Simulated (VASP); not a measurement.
## CsPbBr3: single point with LDA

CsPbBr3:

```
Pb Cs Br
1.0
     5.83060    0.00000    0.00000
     0.00000    5.83060    0.00000
     0.00000    0.00000    5.83060
Pb Cs Br
1 1 3
Direct
  0.50000 0.50000 0.50000
  0.00000 0.00000 0.00000
  0.50000 0.50000 0.00000
  0.50000 0.00000 0.50000
  0.00000 0.50000 0.50000
```

```
Program             : VASP 6.6.1
Task                : single point
Functional          : LDA
Potentials or basis : VASP PAW LDA potentials, release 64 (Pb_d, Cs_sv, Br)
Cutoff              : 520 eV
k mesh              : 5 × 5 × 5
Occupations         : fermi-dirac, width 0.05 eV
Spin                : no spin polarisation
```

| Property | Result |
| --- | --- |
| Pressure | -0.8 GPa |
| Band gap on the k mesh | 2.49 eV, direct |

Levels at points of the mesh, in eV from the valence-band top:
```
           k point  band 18  band 19  band 20  band 21  band 22  band 23  band 24  band 25  band 26  band 27
(0.00, 0.00, 0.00)    -1.59    -1.59    -1.46    -1.46    -1.46     3.27     4.41     4.41     5.23     5.23
```

It took 25 s on 1 thread of Intel(R) Xeon(R) 6975P-C (Granite Rapids) (shared host), peak memory 0.28 GiB.

Caveat: spin-orbit coupling is left out, which moves the levels of the heavy elements. LDA gaps usually lie below the measured ones, often by a third to a half.
